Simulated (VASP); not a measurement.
A run of VASP 6.6.1 is set up as follows.

Contents of INCAR:

```
ALGO     = Normal         # electronic algorithm
EDIFF    = 1E-6           # SCF threshold, eV
ENCUT    = 520            # plane-wave cutoff, eV
GGA      = PE             # functional
ISIF     = 2              # what is computed and relaxed
ISMEAR   = 0              # smearing method
LASPH    = True           # aspherical terms in the spheres
LCHARG   = True           # write CHGCAR
LELF     = True           # ELF
LREAL    = False          # projectors in reciprocal space
LVHAR    = True         
LWAVE    = False          # write WAVECAR
NBANDS   = 9              # bands
NELM     = 100            # most SCF steps
PREC     = Accurate       # precision mode
SIGMA    = 0.15           # smearing width, eV
```

File KPOINTS:

```
k-points
0
Gamma
  15 15 15
```

File POSCAR:

```
Te
1.0
    2.2148938396      1.2787695545      1.9245950870
   -2.2148938396      1.2787695545      1.9245950870
    0.0000000000     -2.5575391090      1.9245950870
Te
1
Direct
    0.5000000000      0.5000000000      0.5000000000
```

Potentials or basis: VASP PAW PBE potentials, release 64 (Te).

Run with:

```console
$ cat potpaw_PBE.64/Te/POTCAR > POTCAR
$ mpirun -np 1 vasp_std > vasp.out
```

(1) What does it give for the band gap on the k mesh?

(2) Estimate the pressure.

Results:

(1) zero (bands 3 and 4 overlap by 5.15 eV).

(2) -0.1 GPa.

Caveat: spin-orbit coupling is left out, which moves the levels of the heavy elements.
